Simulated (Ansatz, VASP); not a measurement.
One calculation of Be2C, two programs

```
Be C
1.0
     0.00000    2.17250    2.17250
     2.17250    0.00000    2.17250
     2.17250    2.17250    0.00000
Be C
2 1
Direct
  0.25000 0.25000 0.25000
  0.75000 0.75000 0.75000
  0.00000 0.00000 0.00000
```

Alike in both runs: task single point; functional PBE; k mesh 7 × 7 × 7; no spin polarisation.

|  | VASP | Ansatz |
| --- | --- | --- |
| version | VASP 6.6.1 | Ansatz 0.2.0 |
| potentials or method | VASP PAW PBE potentials, release 64 (Be, C), cutoff 600 eV | PAW plane waves |
| occupations | methfessel-paxton of order 1, width 0.1 eV | cold, width 0.1 eV |
| valence electrons in the cell | 8 | 8 |

```csv
,VASP,Ansatz,Ansatz less VASP
gap on the k mesh at the Fermi level (eV),1.39,1.40,+0.012
pressure (GPa),-2.0,-2.3,-0.26
```
